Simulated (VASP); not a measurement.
# KF (R-3m) in VASP: further runs, part 2 of 2

VASP 6.6.1. The steps go on from the part before.

## (4) Single point, PBE (21.51 Å³/atom)

This run uses another cell than the first one, of 21.51 Å³/atom.

Input file INCAR:

```
SYSTEM = KF
ALGO = Normal
EDIFF = 1E-6
ENCUT = 520
GGA = PE
ISIF = 2
ISMEAR = 0
LASPH = .True.
LCHARG = .False.
LREAL = .False.
LWAVE = .False.
NBANDS = 15
NELM = 80
PREC = Accurate
SIGMA = 0.05
```

Input file KPOINTS:

```
k-points
0
Gamma
  8 8 8
  0 0 0
```

Input file POSCAR:

```
KF
1.0
   -0.1466196497      2.7096072920      2.7096072920
    2.7096072920     -0.1466196497      2.7096072920
    2.7096072920      2.7096072920     -0.1466196497
K F
1 1
Direct
    0.0000000000      0.0000000000      0.0000000000
    0.5000000000      0.5000000000      0.5000000000
```

Potentials or basis: VASP PAW PBE potentials, release 64 (K_sv, F).

The run is started by

```console
$ cat potpaw_PBE.64/K_sv/POTCAR potpaw_PBE.64/F/POTCAR > POTCAR
$ mpirun -np 1 vasp_std > vasp.out
```

OUTCAR:

```text
SYSTEM = KF
   EDIFF = 1E-6
   ENCUT = 520
   GGA = PE
   ISIF = 2
   ISMEAR = 0
   LASPH = .True.
   LREAL = .False.
   NELM = 80
   PREC = Accurate

 ion  position               nearest neighbor table
   1  0.000  0.000  0.000-   2 2.78   2 2.78   2 2.78   2 2.78   2 2.78   2 2.78
   2  0.500  0.500  0.500-   1 2.78   1 2.78   1 2.78   1 2.78   1 2.78   1 2.78

  LATTYP: Found a trigonal (rhomboedric) cell.
 ALAT       =     3.8347673561
 COS(alpha) =     0.4452371389

  Lattice vectors:

 A1 = (  -0.1466196497,   2.7096072920,   2.7096072920)
 A2 = (   2.7096072920,  -0.1466196497,   2.7096072920)
 A3 = (   2.7096072920,   2.7096072920,  -0.1466196497)

Analysis of symmetry for initial positions (statically):
=====================================================================
 Subroutine PRICEL returns:
 Original cell was already a primitive cell.

 Routine SETGRP: Setting up the symmetry group for a
 trigonal (rhombohedral) supercell.

 Subroutine GETGRP returns: Found 12 space group operations
 (whereof 12 operations were pure point group operations)
[... 178 lines left out ...]
      5     -12.9203      2.00000
      6      -3.0974      2.00000
      7      -3.0974      2.00000
      8      -3.0253      2.00000
      9       2.4779      0.00000
     10       6.9678      0.00000
     11       6.9678      0.00000
     12       7.7484      0.00000
     13       8.7951      0.00000
     14       8.7951      0.00000
[... 401 lines left out ...]
      2     -21.6944      2.00000
      3     -13.0793      2.00000
      4     -12.9938      2.00000
      5     -12.9282      2.00000
      6      -3.5603      2.00000
      7      -3.3143      2.00000
      8      -3.1453      2.00000
      9       4.5037      0.00000
     10       6.3657      0.00000
     11       7.8340      0.00000
     12       8.4018      0.00000
     13       9.2685      0.00000
     14       9.7059      0.00000
     15      13.5686      0.00000

 [... further k-points ...]

------------------------ aborting loop because EDIFF is reached ----------------------------------------

  FORCE on cell =-STRESS in cart. coord.  units (eV):
  Direction    XX          YY          ZZ          XY          YZ          ZX
  --------------------------------------------------------------------------------------
  -------------------------------------------------------------------------------------
  Total       -0.5182473     -0.5182473     -0.5182473      0.1708372      0.1708372      0.1708372
  in kB      -19.3035782    -19.3035782    -19.3035782      6.3633108      6.3633108      6.3633108
  external PRESSURE =     -19.3035782 kB  Pullay stress =       0.0000000 kB

 VOLUME and BASIS-vectors are now :
 -----------------------------------------------------------------------------
  energy-cutoff  :      520.00
  volume of cell :       43.01
      direct lattice vectors                 reciprocal lattice vectors
    -0.146619650  2.709607292  2.709607292    -0.170188180  0.179924056  0.179924056
     2.709607292 -0.146619650  2.709607292     0.179924056 -0.170188180  0.179924056
     2.709607292  2.709607292 -0.146619650     0.179924056  0.179924056 -0.170188180

 POSITION                                       TOTAL-FORCE (eV/Angst)
 -----------------------------------------------------------------------------------
      0.00000      0.00000      0.00000        -0.000000      0.000000     -0.000000
      2.63630      2.63630      2.63630         0.000000     -0.000000      0.000000
 -----------------------------------------------------------------------------------
    total drift:                                0.000000      0.000000      0.000000

  FREE ENERGIE OF THE ION-ELECTRON SYSTEM (eV)
  ---------------------------------------------------
  free  energy   TOTEN  =        -8.2683215972 eV

  energy  without entropy=       -8.2683215972  energy(sigma->0) =       -8.26832160
```

OSZICAR:

```text
N       E                     dE             d eps       ncg     rms          rms(c)
DAV:   1     0.106661560510E+03    0.10666E+03   -0.80348E+03  1950   0.101E+03
DAV:   2    -0.493014955481E+01   -0.11159E+03   -0.10301E+03  2521   0.277E+02
DAV:   3    -0.945127726977E+01   -0.45211E+01   -0.45006E+01  2622   0.496E+01
DAV:   4    -0.957914771284E+01   -0.12787E+00   -0.12785E+00  2705   0.749E+00
DAV:   5    -0.958035863906E+01   -0.12109E-02   -0.12109E-02  2561   0.649E-01    0.622E+00
DAV:   6    -0.831081513917E+01    0.12695E+01   -0.37394E+00  2111   0.137E+01    0.346E+00
DAV:   7    -0.827402289805E+01    0.36792E-01   -0.67625E-02  2349   0.220E+00    0.191E+00
DAV:   8    -0.826575536556E+01    0.82675E-02   -0.58553E-02  2251   0.231E+00    0.206E-01
DAV:   9    -0.826753202794E+01   -0.17767E-02   -0.36651E-03  2356   0.506E-01    0.121E-01
DAV:  10    -0.826818380785E+01   -0.65178E-03   -0.49048E-04  2104   0.184E-01    0.699E-02
DAV:  11    -0.826832076434E+01   -0.13696E-03   -0.12845E-04  2118   0.937E-02    0.181E-02
DAV:  12    -0.826832159721E+01   -0.83287E-06   -0.98006E-06  2489   0.298E-02
   1 F= -.82683216E+01 E0= -.82683216E+01  d E =-.256085E-16
```

It took 74 s on 1 thread of Intel Xeon 8259CL, shared host; peak memory 0.19 GiB.

What came out:

| Property | Result |
| --- | --- |
| Free energy | -8.2683 eV |
| Pressure | -1.9 GPa |
| Band gap on the k mesh | 5.50 eV |

A k mesh can miss the band edges. PBE gaps usually lie below the measured ones, often by a third to a half.

## (5) The runs side by side

```csv
cell,gap on the mesh (eV),pressure (GPa)
"a = 3.834 Å, angles 62.8°, 2 atoms",5.59,-1.6
"a = 4.045 Å, angles 56.5°, 2 atoms",5.51,-2.0
"a = 3.835 Å, angles 63.6°, 2 atoms",5.50,-1.9
```

Alike in all rows: task single point; level PBE; potentials or basis VASP PAW PBE potentials, release 64 (K_sv, F); no spin polarisation; k mesh 8 × 8 × 8; cutoff (eV) 520; smearing gaussian 0.05 eV.

Absolute energies hang on the potentials; compare differences alone.
